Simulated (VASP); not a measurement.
# Al (R-3m) in VASP: notebook, part 2 of 3

VASP 6.6.1.

## Step 4: Electric field gradients, LDA (equal xy, yz and zx shear strains of +1 %)

Contents of INCAR:

```
ALGO = Normal
EDIFF = 1E-8
ENCUT = 520
GGA = CA
ISIF = 2
ISMEAR = -1
LASPH = T
LCHARG = F
LEFG = T
LREAL = F
LWAVE = F
NBANDS = 8
NELM = 100
PREC = Accurate
SIGMA = 0.03
```

Contents of KPOINTS:

```
k-points
0
Gamma
  17 17 17
```

Contents of POSCAR:

```
Al
1.0
    0.0202398000      2.0340999000      2.0340999000
    2.0340999000      0.0202398000      2.0340999000
    2.0340999000      2.0340999000      0.0202398000
Al
1
Direct
    0.0000000000      0.0000000000      0.0000000000
```

Potentials or basis: VASP PAW LDA potentials, release 64 (Al).

Started as:

```sh
$ cat potpaw_LDA.64/Al/POTCAR > POTCAR
$ mpirun -np 1 vasp_std > vasp.out
```

OUTCAR:

```text
EDIFF = 1E-8
   ENCUT = 520
   GGA = CA
   ISIF = 2
   ISMEAR = -1
   LASPH = T
   LREAL = F
   NELM = 100
   PREC = Accurate

 ion  position               nearest neighbor table
   1  0.000  0.000  0.000-

  LATTYP: Found a trigonal (rhomboedric) cell.
 ALAT       =     2.8767228674
 COS(alpha) =     0.5099250056

  Lattice vectors:

 A1 = (   0.0202398000,   2.0340999000,   2.0340999000)
 A2 = (   2.0340999000,   0.0202398000,   2.0340999000)
 A3 = (   2.0340999000,   2.0340999000,   0.0202398000)

Analysis of symmetry for initial positions (statically):
=====================================================================
 Subroutine PRICEL returns:
 Original cell was already a primitive cell.

[... 447 lines left out ...]
  in kB      -35.8484900    -35.8484900    -35.8484900     -2.0455507     -2.0455507     -2.0455507
  external PRESSURE =     -35.8484900 kB  Pullay stress =       0.0000000 kB

 VOLUME and BASIS-vectors are now :
 -----------------------------------------------------------------------------
  energy-cutoff  :      520.00
  volume of cell :       16.58
      direct lattice vectors                 reciprocal lattice vectors
     0.020239800  2.034099900  2.034099900    -0.249508517  0.247050305  0.247050305
     2.034099900  0.020239800  2.034099900     0.247050305 -0.249508517  0.247050305
     2.034099900  2.034099900  0.020239800     0.247050305  0.247050305 -0.249508517

 POSITION                                       TOTAL-FORCE (eV/Angst)
 -----------------------------------------------------------------------------------
      0.00000      0.00000      0.00000        -0.000000      0.000000     -0.000000
 -----------------------------------------------------------------------------------
    total drift:                               -0.000000      0.000000      0.000000

  FREE ENERGIE OF THE ION-ELECTRON SYSTEM (eV)
  ---------------------------------------------------
  free  energy   TOTEN  =        -4.1852614189 eV

  energy  without entropy=       -4.1839947681  energy(sigma->0) =       -4.18462809

 Electric field gradients (V/A^2)
---------------------------------------------------------------------
 ion       V_xx      V_yy      V_zz      V_xy      V_xz      V_yz
---------------------------------------------------------------------
   1      -0.000    -0.000    -0.000     0.810     0.810     0.810
---------------------------------------------------------------------

 Electric field gradients after diagonalization (V/A^2)
 (convention: |V_zz| > |V_xx| > |V_yy|)
----------------------------------------------------------------------
 ion       V_xx      V_yy      V_zz     asymmetry (V_yy - V_xx)/ V_zz
----------------------------------------------------------------------
   1      -0.810    -0.810     1.620       0.000
----------------------------------------------------------------------

           NMR quadrupolar parameters

 Cq : quadrupolar parameter    Cq=e*Q*V_zz/h
 eta: asymmetry parameters     (V_yy - V_xx)/ V_zz
 Q  : nuclear electric quadrupole moment in mb (millibarn)
----------------------------------------------------------------------
 ion       Cq(MHz)       eta       Q (mb)
----------------------------------------------------------------------
   1       0.004       0.000       1.000
----------------------------------------------------------------------
```

stdout:

```text
POSCAR found type information on POSCAR Al
 POSCAR found :  1 types and       1 ions
 scaLAPACK will be used
 LDA part: xc-table for (Slater(with rela. corr.)+CA(PZ))
 , standard interpolation
 POSCAR, INCAR and KPOINTS ok, starting setup
 FFT: planning ... GRIDC
 FFT: planning ... GRID_SOFT
 FFT: planning ... GRID
 WAVECAR not read
 entering main loop
ion   1
```

Wall time 29 s (1 thread of Intel Xeon Platinum 8488C (Sapphire Rapids), shared host); peak memory 0.16 GiB.

What came out:

* Free energy: -4.1853 eV
* Pressure: -3.6 GPa

Electric field gradients, principal values (V/Å²):
| atom | least | middle | greatest (by size) |
| --- | --- | --- | --- |
| 1 Al | -0.810 | -0.810 | 1.620 |

Caveat: the cell differs from its parent crystal (equal xy, yz and zx shear strains of +1 %); without QUAD_EFG the Cq values of the log hold for a quadrupole moment of 1 mb, not for the nuclei.

## Step 5: Electric field gradients, LDA (equal xy, yz and zx shear strains of +1 %)

Contents of INCAR:

```
SYSTEM = Al
PREC = Accurate
ENCUT = 520
EDIFF = 1E-8
ISMEAR = -1
SIGMA = 0.03
LREAL = .FALSE.
LASPH = .TRUE.
NELM = 100
ALGO = Normal
ISIF = 2
LWAVE = .FALSE.
LCHARG = .FALSE.
GGA = CA
LEFG = .TRUE.
NBANDS = 8
```

Contents of KPOINTS:

```
Automatic mesh
0
G
  17 17 17
  0 0 0
```

POSCAR is that of step 4.

Potentials or basis: VASP PAW LDA potentials, release 64 (Al).

Started as:

```sh
$ cat potpaw_LDA.64/Al/POTCAR > POTCAR
$ mpirun -np 1 vasp_std > vasp.out
```

OUTCAR:

```text
SYSTEM = Al
   PREC = Accurate
   ENCUT = 520
   EDIFF = 1E-8
   ISMEAR = -1
   LREAL = .FALSE.
   LASPH = .TRUE.
   NELM = 100
   ISIF = 2
   GGA = CA

 ion  position               nearest neighbor table
   1  0.000  0.000  0.000-

  LATTYP: Found a trigonal (rhomboedric) cell.
 ALAT       =     2.8767228674
 COS(alpha) =     0.5099250056

  Lattice vectors:

 A1 = (   0.0202398000,   2.0340999000,   2.0340999000)
[... 471 lines left out ...]
    total drift:                               -0.000000      0.000000      0.000000

  FREE ENERGIE OF THE ION-ELECTRON SYSTEM (eV)
  ---------------------------------------------------
  free  energy   TOTEN  =        -4.1852614189 eV

  energy  without entropy=       -4.1839947681  energy(sigma->0) =       -4.18462809

 Electric field gradients (V/A^2)
---------------------------------------------------------------------
 ion       V_xx      V_yy      V_zz      V_xy      V_xz      V_yz
---------------------------------------------------------------------
   1      -0.000    -0.000    -0.000     0.810     0.810     0.810
---------------------------------------------------------------------

 Electric field gradients after diagonalization (V/A^2)
 (convention: |V_zz| > |V_xx| > |V_yy|)
----------------------------------------------------------------------
 ion       V_xx      V_yy      V_zz     asymmetry (V_yy - V_xx)/ V_zz
----------------------------------------------------------------------
   1      -0.810    -0.810     1.620       0.000
----------------------------------------------------------------------

           NMR quadrupolar parameters

 Cq : quadrupolar parameter    Cq=e*Q*V_zz/h
 eta: asymmetry parameters     (V_yy - V_xx)/ V_zz
 Q  : nuclear electric quadrupole moment in mb (millibarn)
----------------------------------------------------------------------
 ion       Cq(MHz)       eta       Q (mb)
----------------------------------------------------------------------
   1       0.004       0.000       1.000
----------------------------------------------------------------------
```

OSZICAR:

```text
N       E                     dE             d eps       ncg     rms          rms(c)
DAV:   1    -0.284923042640E+01   -0.28492E+01   -0.89456E+02  7856   0.207E+02
DAV:   2    -0.420752556654E+01   -0.13583E+01   -0.13229E+01 10784   0.187E+01
DAV:   3    -0.421406239008E+01   -0.65368E-02   -0.65351E-02 10040   0.141E+00
DAV:   4    -0.421407409025E+01   -0.11700E-04   -0.11699E-04 12336   0.559E-02
DAV:   5    -0.421407410104E+01   -0.10782E-07   -0.11546E-07 10064   0.103E-03    0.135E+00
DAV:   6    -0.419657001173E+01    0.17504E-01   -0.26919E-03 10496   0.204E-01    0.762E-01
DAV:   7    -0.418528566519E+01    0.11284E-01   -0.67051E-03 10208   0.317E-01    0.158E-01
DAV:   8    -0.418526164589E+01    0.24019E-04   -0.19265E-05 11624   0.287E-02    0.143E-02
DAV:   9    -0.418526143504E+01    0.21085E-06   -0.14184E-07 11056   0.177E-03    0.834E-04
DAV:  10    -0.418526141825E+01    0.16788E-07   -0.48057E-09 11480   0.370E-04    0.192E-04
DAV:  11    -0.418526141889E+01   -0.64330E-09   -0.14471E-10  7176   0.710E-05
   1 F= -.41852614E+01 E0= -.41846281E+01  d E =-.126665E-02
```

stdout:

```text
POSCAR found type information on POSCAR Al
 POSCAR found :  1 types and       1 ions
 scaLAPACK will be used
 LDA part: xc-table for (Slater(with rela. corr.)+CA(PZ))
 , standard interpolation
 POSCAR, INCAR and KPOINTS ok, starting setup
 FFT: planning ... GRIDC
 FFT: planning ... GRID_SOFT
 FFT: planning ... GRID
 WAVECAR not read
 entering main loop
ion   1
```

Wall time 37 s (1 thread of Intel Xeon Platinum 8488C (Sapphire Rapids), shared host); peak memory 0.16 GiB.

Results:

```
Free energy : -4.1853 eV
Pressure    : -3.6 GPa
```

Stress tensor (GPa, compression positive):
```
-3.58 -0.20 -0.20
-0.20 -3.58 -0.20
-0.20 -0.20 -3.58
```

Levels at points of the mesh, in eV from the Fermi level:
```csv
k point,band 1,band 2,band 3,band 4
"(0.00, 0.00, 0.00)",-11.06,12.23,12.70,12.70
```

Electric field gradients, principal values (V/Å²):
```tsv
atom	least	middle	greatest (by size)
1 Al	-0.810	-0.810	1.620
```

Caveat: the cell differs from its parent crystal (equal xy, yz and zx shear strains of +1 %); without QUAD_EFG the Cq values of the log hold for a quadrupole moment of 1 mb, not for the nuclei.

## Step 6: Electric field gradients, LDA (equal xy, yz and zx shear strains of +2 %)

Contents of INCAR:

```
SYSTEM = Al
PREC     = Accurate       ! precision mode
ENCUT    = 520            ! plane-wave cutoff, eV
EDIFF    = 1E-8           ! SCF threshold, eV
ISMEAR   = -1             ! smearing method
SIGMA    = 0.03           ! smearing width, eV
LREAL    = .False.        ! projectors in reciprocal space
LASPH    = .True.         ! aspherical terms in the spheres
NELM     = 60             ! most SCF steps
ALGO     = Normal         ! electronic algorithm
ISIF     = 2              ! what is computed and relaxed
LWAVE    = .False.        ! write WAVECAR
LCHARG   = .False.        ! write CHGCAR
GGA      = CA             ! functional
LEFG     = .True.       
NBANDS   = 8              ! bands
```

Contents of KPOINTS:

```
Automatic mesh
0
Gamma
  17 17 17
  0 0 0
```

Contents of POSCAR:

```
Al
1.0
    0.0404796000      2.0442198000      2.0442198000
    2.0442198000      0.0404796000      2.0442198000
    2.0442198000      2.0442198000      0.0404796000
Al
1
Direct
    0.0000000000      0.0000000000      0.0000000000
```

Potentials or basis: VASP PAW LDA potentials, release 64 (Al).

Started as:

```sh
$ cat potpaw_LDA.64/Al/POTCAR > POTCAR
$ mpirun -np 1 vasp_std > vasp.out
```

OUTCAR:

```text
SYSTEM = Al
   PREC = Accurate
   ENCUT = 520
   EDIFF = 1E-8
   ISMEAR = -1
   LREAL = .False.
   LASPH = .True.
   NELM = 60
   ISIF = 2
   GGA = CA

 ion  position               nearest neighbor table
   1  0.000  0.000  0.000-

  LATTYP: Found a trigonal (rhomboedric) cell.
 ALAT       =     2.8912467517
 COS(alpha) =     0.5197000882

  Lattice vectors:

 A1 = (   0.0404796000,   2.0442198000,   2.0442198000)
 A2 = (   2.0442198000,   0.0404796000,   2.0442198000)
 A3 = (   2.0442198000,   2.0442198000,   0.0404796000)

Analysis of symmetry for initial positions (statically):
=====================================================================
 Subroutine PRICEL returns:
 Original cell was already a primitive cell.

 Routine SETGRP: Setting up the symmetry group for a
 trigonal (rhombohedral) supercell.

 Subroutine GETGRP returns: Found 12 space group operations
[... 445 lines left out ...]

 VOLUME and BASIS-vectors are now :
 -----------------------------------------------------------------------------
  energy-cutoff  :      520.00
  volume of cell :       16.58
      direct lattice vectors                 reciprocal lattice vectors
     0.040479600  2.044219800  2.044219800    -0.251979753  0.247086942  0.247086942
     2.044219800  0.040479600  2.044219800     0.247086942 -0.251979753  0.247086942
     2.044219800  2.044219800  0.040479600     0.247086942  0.247086942 -0.251979753

 POSITION                                       TOTAL-FORCE (eV/Angst)
 -----------------------------------------------------------------------------------
      0.00000      0.00000      0.00000         0.000000      0.000000      0.000000
 -----------------------------------------------------------------------------------
    total drift:                                0.000000     -0.000000     -0.000000

  FREE ENERGIE OF THE ION-ELECTRON SYSTEM (eV)
  ---------------------------------------------------
  free  energy   TOTEN  =        -4.1837961419 eV

  energy  without entropy=       -4.1826143347  energy(sigma->0) =       -4.18320524

 Electric field gradients (V/A^2)
---------------------------------------------------------------------
 ion       V_xx      V_yy      V_zz      V_xy      V_xz      V_yz
---------------------------------------------------------------------
   1       0.000     0.000    -0.000     1.989     1.989     1.989
---------------------------------------------------------------------

 Electric field gradients after diagonalization (V/A^2)
 (convention: |V_zz| > |V_xx| > |V_yy|)
----------------------------------------------------------------------
 ion       V_xx      V_yy      V_zz     asymmetry (V_yy - V_xx)/ V_zz
----------------------------------------------------------------------
   1      -1.989    -1.989     3.977       0.000
----------------------------------------------------------------------

           NMR quadrupolar parameters

 Cq : quadrupolar parameter    Cq=e*Q*V_zz/h
 eta: asymmetry parameters     (V_yy - V_xx)/ V_zz
 Q  : nuclear electric quadrupole moment in mb (millibarn)
----------------------------------------------------------------------
 ion       Cq(MHz)       eta       Q (mb)
----------------------------------------------------------------------
   1       0.010       0.000       1.000
----------------------------------------------------------------------
```

It took 37 s on 1 thread of Intel Xeon Platinum 8488C (Sapphire Rapids), shared host; peak memory 0.16 GiB.

Results:

- Free energy: -4.1838 eV
- Pressure: -3.5 GPa

Stress tensor (GPa, compression positive):
```
-3.53 -0.82 -0.82
-0.82 -3.53 -0.82
-0.82 -0.82 -3.53
```

Electric field gradients, principal values (V/Å²):
| atom | least | middle | greatest (by size) |
| --- | --- | --- | --- |
| 1 Al | -1.989 | -1.989 | 3.977 |

Caveat: the cell differs from its parent crystal (equal xy, yz and zx shear strains of +2 %); without QUAD_EFG the Cq values of the log hold for a quadrupole moment of 1 mb, not for the nuclei.

(Part 2 of 3 ends here.)
